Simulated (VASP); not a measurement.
Wanted: the native input for a VASP 6.6.1 run.

```
Task                   : relaxation of cell and atoms
Functional             : r2SCAN
Potentials or basis    : VASP PAW PBE potentials, release 64 (Sr_sv, O)
Cutoff                 : 600 eV
k mesh                 : 6 × 6 × 4
Occupations            : fermi-dirac, width 0.02 eV
Spin                   : no spin polarisation
Dipole correction      : no
Further INCAR settings : ALGO = Normal; EDIFF = 1e-07; IBRION = 2; EDIFFG = -0.005; NSW = 80; ISIF = 3
```

SrO:

```
CELL_PARAMETERS angstrom
4.29013 0.00000 0.00000
-2.14506 3.71536 0.00000
0.00000 0.00000 5.18471
ATOMIC_POSITIONS crystal
Sr 0.33333 0.66667 0.93750
Sr 0.66667 0.33333 0.43750
O 0.33333 0.66667 0.43750
O 0.66667 0.33333 0.93750
```

The input as run:

POSCAR

```
SrO
1.0
    4.2901266714      0.0000000000      0.0000000000
   -2.1450633357      3.7153586829      0.0000000000
    0.0000000000      0.0000000000      5.1847099200
Sr O
2 2
Direct
    0.3333333333      0.6666666667     -0.0625006792
    0.6666666667      0.3333333333      0.4374993208
    0.3333333333      0.6666666667      0.4375006792
    0.6666666667      0.3333333333      0.9375006792
```

INCAR.step1

```
  PREC = Accurate
  ENCUT = 600
  ISMEAR = -1
  SIGMA = 0.02
  LREAL = F
  LASPH = T
  NELM = 80
  GGA = PE
  ALGO = Normal
  EDIFF = 1E-4
  LWAVE = T
  LCHARG = F
```

INCAR.step2

```
  PREC = Accurate
  ENCUT = 600
  EDIFF = 1E-7
  ISMEAR = -1
  SIGMA = 0.02
  LREAL = F
  LASPH = T
  NELM = 80
  ALGO = Normal
  ISIF = 3
  LWAVE = F
  LCHARG = F
  METAGGA = R2SCAN
  LMIXTAU = T
  IBRION = 2
  NSW = 80
  EDIFFG = -0.005
  ISTART = 1
```

KPOINTS

```
Automatic mesh
0
Gamma
  6 6 4
```

Potentials or basis: VASP PAW PBE potentials, release 64 (Sr_sv, O).

Run with:

```sh
$ cat potpaw_PBE.64/Sr_sv/POTCAR potpaw_PBE.64/O/POTCAR > POTCAR
$ cp INCAR.step1 INCAR
$ mpirun -np 1 vasp_std > vasp.out
$ cp INCAR.step2 INCAR
$ mpirun -np 1 vasp_std > vasp.out
```

It gave:

The relaxed volume is 20.41 Å³/atom, the relaxed cell is a = 4.277 Å, b = 4.277 Å, c = 5.153 Å, α = 90.00°, β = 90.00°, γ = 120.00° and the space group after relaxing (to 0.05 Å) is P6_3/mmc (No. 194). The energy gained by relaxing is 0.8 meV/atom and the ionic steps are 4. The pressure after relaxing is 0.0 GPa. The band gap on the k mesh is 3.01 eV, direct.

Caveat: the PAW data sets were made with another functional, which shifts forces and pressure a little.

Run time: 4.7 min on 1 thread of Intel(R) Xeon(R) 6975P-C (Granite Rapids), with other jobs on the host, peak memory 0.26 GiB.
